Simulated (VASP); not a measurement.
Write the native input for VASP 6.6.1 that does the following.

| Item | Value |
| --- | --- |
| Task | single point |
| Functional | revPBE |
| Potentials or basis | VASP PAW PBE potentials, release 64 (Rh_pv) |
| Cutoff | 520 eV |
| k mesh | 22 × 22 × 12 |
| Occupations | fermi-dirac, width 0.1 eV |
| Spin | no spin polarisation |
| Dipole correction | no |
| Further INCAR settings | ALGO = Normal; EDIFF = 1e-07; NBANDS = 22 |

The structure of Rh lies in POSCAR:

```
Rh
1.0
    2.7378472327      0.0000000000      0.0000000000
   -1.3689236163      2.3710452552      0.0000000000
    0.0000000000      0.0000000000      4.4109024808
Rh
2
Direct
    0.3333333333      0.6666666667      0.2500000000
    0.6666666667      0.3333333333      0.7500000000
```

One way to write it, as run:

INCAR

```
SYSTEM = Rh
ALGO = Normal
EDIFF = 1E-7
ENCUT = 520
GGA = RE
ISIF = 2
ISMEAR = -1
LASPH = .TRUE.
LCHARG = .TRUE.
LELF = .TRUE.
LREAL = .FALSE.
LVHAR = .TRUE.
LWAVE = .FALSE.
NBANDS = 22
NELM = 60
PREC = Accurate
SIGMA = 0.1
```

KPOINTS

```
k-points
0
G
  22 22 12
  0 0 0
```

Potentials or basis: VASP PAW PBE potentials, release 64 (Rh_pv).

Launch:

```console
$ cat potpaw_PBE.64/Rh_pv/POTCAR > POTCAR
$ mpirun -np 1 vasp_std > vasp.out
```

It gave:

```yaml
Pressure: 0.1 GPa
Band_gap_on_the_k_mesh: zero (band 15 reaches 11.92 eV, above the bottom of band 16 at 9.70 eV)
```

Caveat: the PAW data sets were made with another functional, which shifts forces and pressure a little.

It took 66 s on 1 thread of Intel(R) Xeon(R) 6975P-C (Granite Rapids), with other jobs on the host, peak memory 0.28 GiB.
